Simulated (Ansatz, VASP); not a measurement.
Two plane-wave programs on Os

File POSCAR:

```
Os
1.0
    0.0000000000      1.9450000000      1.9450000000
    1.7991250000      0.0000000000      1.9450000000
    1.7991250000      1.9450000000      0.0000000000
Os
1
Direct
    0.0000000000      0.0000000000      0.0000000000
```

File INCAR.step1:

```
ALGO     = Normal         # electronic algorithm
EDIFF    = 1E-4           # SCF threshold, eV
ENCUT    = 520            # plane-wave cutoff, eV
GGA      = PE             # functional
ISMEAR   = 0              # smearing method
LASPH    = True           # aspherical terms in the spheres
LCHARG   = False          # write CHGCAR
LREAL    = False          # projectors in reciprocal space
LWAVE    = True           # write WAVECAR
NBANDS   = 10             # bands
NELM     = 60             # most SCF steps
PREC     = Accurate       # precision mode
SIGMA    = 0.15           # smearing width, eV
```

The input INCAR.step2:

```
ALGO     = Normal         # electronic algorithm
EDIFF    = 1E-6           # SCF threshold, eV
ENCUT    = 520            # plane-wave cutoff, eV
ISIF     = 2              # what is computed and relaxed
ISMEAR   = 0              # smearing method
ISTART   = 1            
LASPH    = True           # aspherical terms in the spheres
LCHARG   = False          # write CHGCAR
LMIXTAU  = True         
LREAL    = False          # projectors in reciprocal space
LWAVE    = False          # write WAVECAR
METAGGA  = R2SCAN         # meta-GGA
NBANDS   = 10             # bands
NELM     = 60             # most SCF steps
PREC     = Accurate       # precision mode
SIGMA    = 0.15           # smearing width, eV
```

Contents of KPOINTS:

```
k-points
0
Gamma
  20 20 20
```

Input for Ansatz:

```yaml
crystal:
  lattice:
    - [0.0, 1.945, 1.945]
    - [1.799125, 0.0, 1.945]
    - [1.799125, 1.945, 0.0]
  atoms:
    - { symbol: Os, position: [0.0, 0.0, 0.0] }
basis:
  ecutwfc: 500
kpoints:
  mp_grid: { grid: [20, 20, 20] }
hamiltonian:
  xc: r2scan
scf:
  occupations: { method: gaussian, width: 0.15 }
output:
  forces: true
  stress: true
  eigenvalues: true
```

Change from the starting cell: strain -0.0750 x Voigt [1, 0, 0, 0, 0, 0], atoms carried along.

Alike in both runs: task single point; functional r2SCAN; k mesh 20 × 20 × 20; occupations gaussian, width 0.15 eV; no spin polarisation.

|  | VASP | Ansatz |
| --- | --- | --- |
| version | VASP 6.6.1 | Ansatz 0.2.0 |
| potentials or method | VASP PAW PBE potentials, release 64 (Os), cutoff 520 eV | scalar-relativistic, plane waves, PAW |
| valence electrons in the cell | 8 | 16 |

VASP gave:

```
gap on the k mesh at the Fermi level (eV)                     : none
pressure (GPa)                                                : 17.8
traceless stress, the component that is largest in VASP (GPa) : 21.20
```

Task: Which values does Ansatz return?

Result: gap on the k mesh at the Fermi level (eV): none; pressure (GPa): 16.2; traceless stress, the component that is largest in VASP (GPa): 21.29.

VASP's potentials were made for PBE, not for r2SCAN. A gap of «none» marks a metal or a gap that the smearing closes. VASP's potentials hold 8 valence electrons a cell and Ansatz's 16, so a difference there can come from the potentials and not from the codes.

Neither program's run includes spin-orbit coupling.
